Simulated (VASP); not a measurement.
# CaB (Pm-3m) in VASP: a series of runs

The runs below take CaB through single point, relaxation of cell and atoms, with PBE.

Program: VASP 6.6.1. These are calculated values, not measurements. Logs are shortened: lines on timing, memory, paths and dates and some standing lists are left out, and cuts for length are marked.

### 1 The cell of the first run

The structure is cubic, space group Pm-3m (No. 221). Conventional cell: a = 3.265 Å, b = 3.265 Å, c = 3.265 Å, α = 90.00°, β = 90.00°, γ = 90.00°. Within 3.7 Å of Ca (site symmetry m-3m) lie 8 B at 2.83 Å and 6 Ca at 3.26 Å. Within 3.7 Å of B (site symmetry m-3m) lie 8 Ca at 2.83 Å and 6 B at 3.26 Å.

### 2 Single point, PBE

File INCAR:

```
SYSTEM = CaB
PREC = Accurate ; ENCUT = 520
EDIFF = 1E-6 ; ISMEAR = 0
SIGMA = 0.1 ; LREAL = .False.
LASPH = .True. ; NELM = 60
ALGO = Normal ; ISIF = 2
LWAVE = .False. ; LCHARG = .True.
GGA = PE ; LELF = .True.
LVHAR = .True. ; NBANDS = 14
```

File KPOINTS:

```
Automatic mesh
0
Gamma
  18 18 18
  0 0 0
```

File POSCAR:

```
CaB
1.0
    3.2646088083      0.0000000000      0.0000000000
    0.0000000000      3.2646088083      0.0000000000
    0.0000000000      0.0000000000      3.2646088083
Ca B
1 1
Direct
    0.0000000000      0.0000000000      0.0000000000
    0.5000000000      0.5000000000      0.5000000000
```

Potentials or basis: VASP PAW PBE potentials, release 64 (Ca_sv, B).

The run is started by

```bash
> cat potpaw_PBE.64/Ca_sv/POTCAR potpaw_PBE.64/B/POTCAR > POTCAR
> mpirun -np 1 vasp_std > vasp.out
```

OUTCAR:

```text
SYSTEM = CaB
   PREC = Accurate
   ENCUT = 520
   EDIFF = 1E-6
   ISMEAR = 0
   LREAL = .False.
   LASPH = .True.
   NELM = 60
   ISIF = 2
   GGA = PE

 ion  position               nearest neighbor table
   1  0.000  0.000  0.000-
   2  0.500  0.500  0.500-

  LATTYP: Found a simple cubic cell.
 ALAT       =     3.2646088083

  Lattice vectors:

 A1 = (   3.2646088083,   0.0000000000,   0.0000000000)
 A2 = (   0.0000000000,   3.2646088083,   0.0000000000)
 A3 = (   0.0000000000,   0.0000000000,   3.2646088083)

Analysis of symmetry for initial positions (statically):
=====================================================================
 Subroutine PRICEL returns:
 Original cell was already a primitive cell.

 Routine SETGRP: Setting up the symmetry group for a
 simple cubic supercell.

 Subroutine GETGRP returns: Found 48 space group operations
 (whereof 48 operations were pure point group operations)
 out of a pool of 48 trial point group operations.

The static configuration has the point symmetry O_h .

Analysis of symmetry for dynamics (positions and initial velocities):
=====================================================================
 Subroutine PRICEL returns:
 Original cell was already a primitive cell.

 Routine SETGRP: Setting up the symmetry group for a
 simple cubic supercell.

 Subroutine GETGRP returns: Found 48 space group operations
 (whereof 48 operations were pure point group operations)
 out of a pool of 48 trial point group operations.

The dynamic configuration has the point symmetry O_h .

 Subroutine INISYM returns: Found 48 space group operations
 (whereof 48 operations are pure point group operations),
 and found     1 'primitive' translations

----------------------------------------------------------------------------------------

                                     Primitive cell

  volume of cell :      34.7931

  direct lattice vectors                    reciprocal lattice vectors
     3.264608808  0.000000000  0.000000000     0.306315414  0.000000000  0.000000000
     0.000000000  3.264608808  0.000000000     0.000000000  0.306315414  0.000000000
     0.000000000  0.000000000  3.264608808     0.000000000  0.000000000  0.306315414

  length of vectors
     3.264608808  3.264608808  3.264608808     0.306315414  0.306315414  0.306315414

  position of ions in fractional coordinates (direct lattice)
     0.000000000  0.000000000  0.000000000
     0.500000000  0.500000000  0.500000000

  ion indices of the primitive-cell ions
   primitive index   ion index
                 1           1
[... 85 lines left out ...]
   NUPDOWN=      -1.0000    fix difference up-down
   EMIN   =  10.00;   EMAX   =-10.00  energy-range for DOS
   EFERMI =   0.00;   METHOD = LEGACY
   ISMEAR =     0;   SIGMA  =   0.10  broadening in eV -4-tet -1-fermi 0-gaus
   EFERMI_NEDOS =   21; number of points for ismear=-14 and -15
   IALGO  =     38    algorithm
   IMIX   =      4    mixing-type and parameters
     AMIX     =   0.40;   BMIX     =  1.00
     AMIX_MAG =   1.60;   BMIX_MAG =  1.00
  volume/ion in A,a.u.               =      17.40       117.40
  Fermi-wavevector in a.u.,A,eV,Ry     =   1.179120  2.228214 18.916517  1.390325
  Thomas-Fermi vector in A             =   2.315437
   LORBIT       =      0    0 simple, 1 ext, 2 COOP (PROOUT), +10 PAW based schemes
   GGA     = PE    functional components
   LHFCALC =     F    Hartree Fock is set to
   AEXX    =    0.0000 exact exchange contribution
   IVDW    =     0    specifies the selected vdW correction
   LEPSILON=     F    determine dielectric tensor
   LRPA    =     F    only Hartree local field effects (RPA)
 non-spin polarized calculation
 Gauss-broadening in eV      SIGMA  =   0.10
  energy-cutoff  :      520.00
  volume of cell :       34.79
 maximum number of plane-waves:       968
   NGX = 13   NGY = 13   NGZ = 13

 number of electron      13.0000005 magnetization

 Free energy of the ion-electron system (eV)
  ---------------------------------------------------
  ext. energy  EPLUGINS =         0.00000000
  ---------------------------------------------------
  free energy    TOTEN  =        -7.19751118 eV

  energy without entropy =       -7.19245265  energy(sigma->0) =       -7.19498191

 E-fermi :   3.4949     XC(G=0):  -9.9526

 val. band max:        3.4933284493   @ k =   0.5000   0.2778   0.0000
 cond. band min:       3.4996665541   @ k =   0.2222   0.2222   0.1667
 fundamental gap:      0.0063381047
 Fermi energy:         3.4949383209

 k-point     1 :       0.0000    0.0000    0.0000
  band No.  band energies     occupation
      1     -36.4921      2.00000
      2     -17.3396      2.00000
      3     -17.3396      2.00000
      4     -17.3396      2.00000
      5      -4.3072      2.00000
      6       5.3648      0.00000
      7       5.3648      0.00000
      8       6.1030      0.00000
      9       6.1030      0.00000
     10       6.1030      0.00000
     11       9.8288      0.00000
     12       9.8288      0.00000
     13       9.8288      0.00000
     14      11.9919      0.00000
[... 377 lines left out ...]
      1     -36.4503      2.00000
      2     -17.7004      2.00000
      3     -17.3588      2.00000
      4     -17.2987      2.00000
      5      -2.8209      2.00000
      6       1.7690      2.00000
      7       4.7424      0.00000
      8       5.4508      0.00000
      9       6.3717      0.00000
     10       9.2103      0.00000
     11       9.6471      0.00000
     12      10.6052      0.00000
     13      10.9820      0.00000
     14      13.5304      0.00000

 [... further k-points ...]

------------------------ aborting loop because EDIFF is reached ----------------------------------------

  FORCE on cell =-STRESS in cart. coord.  units (eV):
  Direction    XX          YY          ZZ          XY          YZ          ZX
  --------------------------------------------------------------------------------------
  -------------------------------------------------------------------------------------
  Total        0.0411108      0.0411108      0.0411108      0.0000000     -0.0000000      0.0000000
  in kB        1.8930983      1.8930983      1.8930983      0.0000000     -0.0000000      0.0000000
  external PRESSURE =       1.8930983 kB  Pullay stress =       0.0000000 kB

 VOLUME and BASIS-vectors are now :
 -----------------------------------------------------------------------------
  energy-cutoff  :      520.00
  volume of cell :       34.79
      direct lattice vectors                 reciprocal lattice vectors
     3.264608808  0.000000000  0.000000000     0.306315414  0.000000000  0.000000000
     0.000000000  3.264608808  0.000000000     0.000000000  0.306315414  0.000000000
     0.000000000  0.000000000  3.264608808     0.000000000  0.000000000  0.306315414

 POSITION                                       TOTAL-FORCE (eV/Angst)
 -----------------------------------------------------------------------------------
      0.00000      0.00000      0.00000         0.000000      0.000000      0.000000
      1.63230      1.63230      1.63230         0.000000      0.000000      0.000000
 -----------------------------------------------------------------------------------
    total drift:                                0.000000      0.000000      0.000000

  FREE ENERGIE OF THE ION-ELECTRON SYSTEM (eV)
  ---------------------------------------------------
  free  energy   TOTEN  =        -7.1975111789 eV

  energy  without entropy=       -7.1924526464  energy(sigma->0) =       -7.19498191
```

OSZICAR:

```text
N       E                     dE             d eps       ncg     rms          rms(c)
DAV:   1     0.805762160687E+02    0.80576E+02   -0.61323E+03  6168   0.854E+02
DAV:   2    -0.494785247187E+01   -0.85524E+02   -0.83028E+02  7276   0.231E+02
DAV:   3    -0.717916027880E+01   -0.22313E+01   -0.22030E+01  8660   0.350E+01
DAV:   4    -0.727064260398E+01   -0.91482E-01   -0.91453E-01  7754   0.617E+00
DAV:   5    -0.727223541011E+01   -0.15928E-02   -0.15927E-02  8216   0.690E-01    0.323E+00
DAV:   6    -0.721335952699E+01    0.58876E-01   -0.44309E-02  8092   0.142E+00    0.182E+00
DAV:   7    -0.719732915751E+01    0.16030E-01   -0.38475E-02  8706   0.144E+00    0.308E-01
DAV:   8    -0.719740831874E+01   -0.79161E-04   -0.48109E-03  7724   0.454E-01    0.617E-02
DAV:   9    -0.719749495868E+01   -0.86640E-04   -0.15869E-04  8288   0.121E-01    0.206E-02
DAV:  10    -0.719751197158E+01   -0.17013E-04   -0.42689E-05  7150   0.543E-02    0.611E-03
DAV:  11    -0.719751117893E+01    0.79265E-06   -0.32152E-06  8326   0.145E-02
   1 F= -.71975112E+01 E0= -.71949819E+01  d E =-.505853E-02
```

Run time: 37 s. Hardware: 1 thread of Intel Xeon 6975P-C, shared host; peak memory 0.23 GiB.

What came out:

* Free energy: -7.1975 eV
* Pressure: 0.2 GPa

Levels at points of the mesh, in eV from the Fermi level:
```
           k point  band 4  band 5  band 6  band 7  band 8  band 9  band 10  band 11
(0.00, 0.00, 0.00)  -20.83   -7.80    1.87    1.87    2.61    2.61     2.61     6.33
(0.50, 0.00, 0.00)  -20.79   -5.56   -3.13    1.65    1.65    2.85     6.59     6.95
(0.50, 0.50, 0.00)  -20.75   -5.20   -0.91   -0.91    2.17    3.65     4.81     4.81
(0.50, 0.50, 0.50)  -21.15   -2.96   -1.86   -1.86   -1.86    7.20     7.20     7.20
```

### 3 Relaxation of cell and atoms, PBE

File INCAR:

```
SYSTEM = CaB
PREC = Accurate ; ENCUT = 600
EDIFF = 1E-6 ; ISMEAR = 0
SIGMA = 0.1 ; LREAL = .FALSE.
LASPH = .TRUE. ; NELM = 80
ALGO = Normal ; ISIF = 3
LWAVE = .FALSE. ; LCHARG = .FALSE.
GGA = PE ; IBRION = 2
NSW = 100 ; EDIFFG = -0.01
```

File KPOINTS:

```
Automatic mesh
0
G
  18 18 18
  0 0 0
```

File POSCAR:

```
CaB
1.0
    3.2656137934      0.0000000000      0.0000000000
    0.0000000000      3.2656137934      0.0000000000
    0.0000000000      0.0000000000      3.2656137934
Ca B
1 1
Direct
    0.0000000000      0.0000000000      0.0000000000
    0.5000000000      0.5000000000      0.5000000000
```

Potentials or basis: VASP PAW PBE potentials, release 64 (Ca_sv, B).

The run is started by

```bash
> cat potpaw_PBE.64/Ca_sv/POTCAR potpaw_PBE.64/B/POTCAR > POTCAR
> mpirun -np 1 vasp_std > vasp.out
```

Run time: 1.7 min. Hardware: 1 thread of Intel Xeon 6975P-C, shared host; peak memory 0.25 GiB.

The run converged. Its results:

```
Free energy                            : -7.1982 eV
Relaxed volume                         : 17.45 Å³/atom
Relaxed cell                           : a = 3.268 Å, b = 3.268 Å, c = 3.268 Å, α = 90.00°, β = 90.00°, γ = 90.00°
Space group after relaxing (to 0.05 Å) : Pm-3m (No. 221)
Energy gained by relaxing              : 0.0 meV/atom
Ionic steps                            : 2
Pressure after relaxing                : 0.0 GPa
```

Final structure:
```
Ca B
1.0
     3.26823    0.00000    0.00000
     0.00000    3.26823    0.00000
     0.00000    0.00000    3.26823
Ca B
1 1
Direct
  0.00000 0.00000 0.00000
  0.50000 0.50000 0.50000
```

Levels at points of the mesh, in eV from the Fermi level:
| k point | band 4 | band 5 | band 6 | band 7 | band 8 | band 9 | band 10 |
| --- | --- | --- | --- | --- | --- | --- | --- |
| (0.00, 0.00, 0.00) | -20.85 | -7.79 | 1.87 | 1.87 | 2.60 | 2.60 | 2.60 |
| (0.50, 0.00, 0.00) | -20.80 | -5.56 | -3.12 | 1.65 | 1.65 | 2.85 | 6.58 |
| (0.50, 0.50, 0.00) | -20.76 | -5.20 | -0.91 | -0.91 | 2.16 | 3.63 | 4.80 |
| (0.50, 0.50, 0.50) | -21.16 | -2.97 | -1.85 | -1.85 | -1.85 | 7.17 | 7.17 |

### 4 Single point, PBE

This run uses another cell than the first one, of 14.62 Å³/atom, 0.840 times its volume.

File INCAR:

```
SYSTEM = CaB
ALGO = Normal ; EDIFF = 1E-6
ENCUT = 500 ; GGA = PE
GGA_COMPAT = .FALSE. ; ISIF = 2
ISMEAR = 0 ; LASPH = .TRUE.
LCHARG = .FALSE. ; LREAL = .FALSE.
LWAVE = .FALSE. ; NBANDS = 14
NELM = 120 ; PREC = Accurate
SIGMA = 0.1
```

File KPOINTS:

```
k-points
0
G
  6 6 6
  0 0 0
```

File POSCAR:

```
CaB
1.0
    3.0807913600      0.0000000000      0.0000000000
    0.0000000000      3.0807913600      0.0000000000
    0.0000000000      0.0000000000      3.0807913600
Ca B
1 1
Direct
    0.0000000000      0.0000000000      0.0000000000
    0.5000000000      0.5000000000      0.5000000000
```

Potentials or basis: VASP PAW PBE potentials, release 64 (Ca_sv, B).

The run is started by

```bash
> cat potpaw_PBE.64/Ca_sv/POTCAR potpaw_PBE.64/B/POTCAR > POTCAR
> mpirun -np 1 vasp_std > vasp.out
```

OUTCAR:

```text
SYSTEM = CaB
   EDIFF = 1E-6
   ENCUT = 500
   GGA = PE
   ISIF = 2
   ISMEAR = 0
   LASPH = .TRUE.
   LREAL = .FALSE.
   NELM = 120
   PREC = Accurate

 ion  position               nearest neighbor table
   1  0.000  0.000  0.000-   2 2.67   2 2.67   2 2.67   2 2.67   2 2.67   2 2.67   2 2.67   2 2.67

   2  0.500  0.500  0.500-   1 2.67   1 2.67   1 2.67   1 2.67   1 2.67   1 2.67   1 2.67   1 2.67

  LATTYP: Found a simple cubic cell.
 ALAT       =     3.0807913600

  Lattice vectors:

 A1 = (   3.0807913600,   0.0000000000,   0.0000000000)
 A2 = (   0.0000000000,   3.0807913600,   0.0000000000)
 A3 = (   0.0000000000,   0.0000000000,   3.0807913600)

Analysis of symmetry for initial positions (statically):
=====================================================================
 Subroutine PRICEL returns:
 Original cell was already a primitive cell.

 Routine SETGRP: Setting up the symmetry group for a
 simple cubic supercell.

 Subroutine GETGRP returns: Found 48 space group operations
 (whereof 48 operations were pure point group operations)
 out of a pool of 48 trial point group operations.

The static configuration has the point symmetry O_h .

Analysis of symmetry for dynamics (positions and initial velocities):
=====================================================================
 Subroutine PRICEL returns:
 Original cell was already a primitive cell.

 Routine SETGRP: Setting up the symmetry group for a
 simple cubic supercell.

 Subroutine GETGRP returns: Found 48 space group operations
 (whereof 48 operations were pure point group operations)
 out of a pool of 48 trial point group operations.

The dynamic configuration has the point symmetry O_h .

 Subroutine INISYM returns: Found 48 space group operations
 (whereof 48 operations are pure point group operations),
 and found     1 'primitive' translations

----------------------------------------------------------------------------------------
[... 117 lines left out ...]
   LEPSILON=     F    determine dielectric tensor
   LRPA    =     F    only Hartree local field effects (RPA)
 non-spin polarized calculation
 Gauss-broadening in eV      SIGMA  =   0.10
  energy-cutoff  :      500.00
  volume of cell :       29.24
 maximum number of plane-waves:       768
 NGX is ok and might be reduce to    24
   NGX = 11   NGY = 11   NGZ = 11

 number of electron      13.0000003 magnetization

 Free energy of the ion-electron system (eV)
  ---------------------------------------------------
  ext. energy  EPLUGINS =         0.00000000
  ---------------------------------------------------
  free energy    TOTEN  =        -6.96292126 eV

  energy without entropy =       -6.95427618  energy(sigma->0) =       -6.95859872

 E-fermi :   4.8630     XC(G=0): -10.6779

 val. band max:        4.7764992161   @ k =   0.5000   0.1667   0.1667
 cond. band min:       4.8973386833   @ k =   0.3333   0.1667   0.1667
 fundamental gap:      0.1208394672
 Fermi energy:         4.8629627398

 k-point     1 :       0.0000    0.0000    0.0000
  band No.  band energies     occupation
      1     -35.0078      2.00000
      2     -15.7468      2.00000
      3     -15.7468      2.00000
      4     -15.7468      2.00000
      5      -3.7318      2.00000
      6       6.2986      0.00000
      7       6.2986      0.00000
      8       7.6427      0.00000
      9       7.6427      0.00000
     10       7.6427      0.00000
     11      11.6578      0.00000
     12      11.6578      0.00000
     13      11.6578      0.00000
     14      15.6359      0.00000
[... 309 lines left out ...]
      1     -34.7350      2.00000
      2     -16.2647      2.00000
      3     -16.2647      2.00000
      4     -16.2647      2.00000
      5       2.0349      2.00000
      6       2.1618      2.00000
      7       2.1618      2.00000
      8       2.1618      2.00000
      9      13.1827      0.00000
     10      13.1827      0.00000
     11      13.1827      0.00000
     12      13.2532      0.00000
     13      13.2532      0.00000
     14      14.3941      0.00000

------------------------ aborting loop because EDIFF is reached ----------------------------------------

  FORCE on cell =-STRESS in cart. coord.  units (eV):
  Direction    XX          YY          ZZ          XY          YZ          ZX
  --------------------------------------------------------------------------------------
  -------------------------------------------------------------------------------------
  Total        2.6242873      2.6242873      2.6242873      0.0000000     -0.0000000      0.0000000
  in kB      143.7921258    143.7921258    143.7921258      0.0000000     -0.0000000      0.0000000
  external PRESSURE =     143.7921258 kB  Pullay stress =       0.0000000 kB

 VOLUME and BASIS-vectors are now :
 -----------------------------------------------------------------------------
  energy-cutoff  :      500.00
  volume of cell :       29.24
      direct lattice vectors                 reciprocal lattice vectors
     3.080791360  0.000000000  0.000000000     0.324591926  0.000000000  0.000000000
     0.000000000  3.080791360  0.000000000     0.000000000  0.324591926  0.000000000
     0.000000000  0.000000000  3.080791360     0.000000000  0.000000000  0.324591926

 POSITION                                       TOTAL-FORCE (eV/Angst)
 -----------------------------------------------------------------------------------
      0.00000      0.00000      0.00000         0.000000      0.000000      0.000000
      1.54040      1.54040      1.54040         0.000000      0.000000      0.000000
 -----------------------------------------------------------------------------------
    total drift:                                0.000000      0.000000      0.000000

  FREE ENERGIE OF THE ION-ELECTRON SYSTEM (eV)
  ---------------------------------------------------
  free  energy   TOTEN  =        -6.9629212627 eV

  energy  without entropy=       -6.9542761806  energy(sigma->0) =       -6.95859872
```

OSZICAR:

```text
N       E                     dE             d eps       ncg     rms          rms(c)
DAV:   1     0.829986713663E+02    0.82999E+02   -0.60740E+03   560   0.836E+02
DAV:   2    -0.495049250248E+01   -0.87949E+02   -0.85107E+02   650   0.234E+02
DAV:   3    -0.701657926498E+01   -0.20661E+01   -0.20391E+01   794   0.339E+01
DAV:   4    -0.707767982670E+01   -0.61101E-01   -0.61092E-01   690   0.513E+00
DAV:   5    -0.707861438680E+01   -0.93456E-03   -0.93455E-03   744   0.528E-01    0.325E+00
DAV:   6    -0.698885973131E+01    0.89755E-01   -0.53817E-02   714   0.159E+00    0.179E+00
DAV:   7    -0.696276788509E+01    0.26092E-01   -0.48169E-02   760   0.148E+00    0.317E-01
DAV:   8    -0.696277580203E+01   -0.79169E-05   -0.53606E-03   710   0.537E-01    0.588E-02
DAV:   9    -0.696290920188E+01   -0.13340E-03   -0.26802E-04   780   0.137E-01    0.380E-02
DAV:  10    -0.696291733767E+01   -0.81358E-05   -0.19313E-05   620   0.404E-02    0.141E-02
DAV:  11    -0.696292140904E+01   -0.40714E-05   -0.10477E-05   650   0.321E-02    0.241E-03
DAV:  12    -0.696292126274E+01    0.14630E-06   -0.54763E-07   474   0.616E-03
   1 F= -.69629213E+01 E0= -.69585987E+01  d E =-.864508E-02
```

Wall time 4.3 s (1 thread of Intel Xeon Platinum 8559C (Emerald Rapids), shared host); peak memory 0.14 GiB.

Results:

* Free energy: -6.9629 eV
* Pressure: 14.4 GPa

Levels at points of the mesh, in eV from the Fermi level:
| k point | band 5 | band 6 | band 7 | band 8 | band 9 | band 10 |
| --- | --- | --- | --- | --- | --- | --- |
| (0.00, 0.00, 0.00) | -8.59 | 1.44 | 1.44 | 2.78 | 2.78 | 2.78 |
| (0.50, 0.00, 0.00) | -5.79 | -3.74 | 1.42 | 1.42 | 2.62 | 7.12 |
| (0.50, 0.50, 0.00) | -5.81 | -1.12 | -1.12 | 2.11 | 3.88 | 4.91 |
| (0.50, 0.50, 0.50) | -2.83 | -2.70 | -2.70 | -2.70 | 8.32 | 8.32 |

(Part 1 of 2 ends here.)
